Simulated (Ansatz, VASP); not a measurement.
Two plane-wave programs on AlNi

File INCAR:

```
ALGO = Fast
EDIFF = 1E-7
ENCUT = 520
GGA = PS
ISIF = 2
ISMEAR = 0
LASPH = True
LCHARG = False
LREAL = False
LWAVE = False
NBANDS = 14
NELM = 80
PREC = Accurate
SIGMA = 0.1
```

Contents of KPOINTS:

```
k-points
0
Gamma
  18 18 18
```

POSCAR

```
AlNi
1.0
    2.8623511850      0.0000000000      0.0000000000
    0.0000000000      2.8623511850      0.0000000000
    0.0000000000      0.0000000000      2.9482217206
Al Ni
1 1
Direct
    0.5000000000      0.5000000000      0.5000000000
    0.0000000000      0.0000000000      0.0000000000
```

Input for Ansatz:

```yaml
crystal:
  lattice:
    - [2.862351185, 0.0, 0.0]
    - [0.0, 2.862351185, 0.0]
    - [0.0, 0.0, 2.9482217206]
  atoms:
    - { symbol: Al, position: [0.5, 0.5, 0.5] }
    - { symbol: Ni, position: [0.0, 0.0, 0.0] }
basis:
  ecutwfc: 420
kpoints:
  mp_grid: { grid: [18, 18, 18] }
hamiltonian:
  xc: pbesol
scf:
  occupations: { method: gaussian, width: 0.1 }
output:
  forces: true
  stress: true
  eigenvalues: true
```

Change from the starting cell: strain along c alone, the other axes held, atoms relaxed: +3.0 %.

Alike in both runs: task single point; functional PBEsol; k mesh 18 × 18 × 18; occupations gaussian, width 0.1 eV; no spin polarisation.

```csv
,VASP,Ansatz
version,VASP 6.6.1,Ansatz 0.2.0
potentials or method,"VASP PAW PBE potentials, release 64 (Al, Ni), cutoff 520 eV","scalar-relativistic, plane waves, PAW"
valence electrons in the cell,13,21
```

VASP gave:

```
gap on the k mesh at the Fermi level (eV)                     : none
pressure (GPa)                                                : -4.7
traceless stress, the component that is largest in VASP (GPa) : -1.22
```

Question: Which values does Ansatz return?

Answer: gap on the k mesh at the Fermi level (eV): none; pressure (GPa): -4.8; traceless stress, the component that is largest in VASP (GPa): -1.19.

VASP's potentials were made for PBE, not for PBEsol. A gap of «none» marks a metal or a gap that the smearing closes. VASP's potentials hold 13 valence electrons a cell and Ansatz's 21, so a difference there can come from the potentials and not from the codes.
